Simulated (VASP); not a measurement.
A run of VASP 6.6.1:

File INCAR:

```
SYSTEM = ScAl9
PREC = Accurate
ENCUT = 400
EDIFF = 1E-6
ISMEAR = -1
SIGMA = 0.1275
LREAL = Auto
LASPH = .True.
NELM = 120
ALGO = Normal
ISIF = 2
LWAVE = .False.
LCHARG = .False.
GGA = PE
NBANDS = 54
ISYM = -1
GGA_COMPAT = .False.
```

The input KPOINTS:

```
explicit points
1
Reciprocal
  0.25000000   0.25000000   0.25000000 1
```

Contents of POSCAR:

```
ScAl9
1.0
    7.4469130000     -0.0134000000     -0.0543370000
   -0.0134000000      6.6775230000     -0.0651690000
   -0.0543370000     -0.0651690000      7.1022430000
Al Sc
18 2
Direct
    0.3145866668      0.8959568215      0.5434918667
    0.3966141191      0.3047244058      0.5661065675
    0.4158895157      1.0137445607      0.1846230702
    0.3680547865      0.6096972867      0.1784241057
    0.2975726271      0.6554622749      0.8300103256
    0.7633673501      0.4408700550      0.2963649867
    0.5736327063     -0.0295441940      0.7913162243
    1.1392735833      0.8193170894      0.0691500958
    1.1217043080      0.5275024024      0.3854990390
    0.9613679174      0.4770631396     -0.0238033849
    0.0956077227      0.1175616693      0.3240897859
    0.5594841353      0.3110555888      0.9797106169
    0.8457682437      0.0900992344     -0.0219519121
    0.6487756868      0.6709351053     -0.0487040933
    0.8440447359      0.3097002926      0.6907214689
    0.5910994410      0.6447901944      0.5787202582
    0.8282389814      0.7924388399      0.2816857250
    0.6975672868      0.1067893041      0.4031308230
    0.9679138226      0.8457973760      0.6899965691
    0.2302797292      0.1651849723      0.8828538603
```

Potentials or basis: VASP PAW PBE potentials, release 64 (Al, Sc_sv).

Run with:

```bash
$ cat potpaw_PBE.64/Al/POTCAR potpaw_PBE.64/Sc_sv/POTCAR > POTCAR
$ mpirun -np 1 vasp_std > vasp.out
```

Hardware: 1 thread of Intel(R) Xeon(R) Platinum 8488C (Sapphire Rapids) (shared host).

Question: How long does it take, and how much memory?

Answer: Run time: 24 s on 1 thread of Intel(R) Xeon(R) Platinum 8488C (Sapphire Rapids), on a shared host, peak memory 0.31 GiB. Counts: scf iterations 15, k points 1.
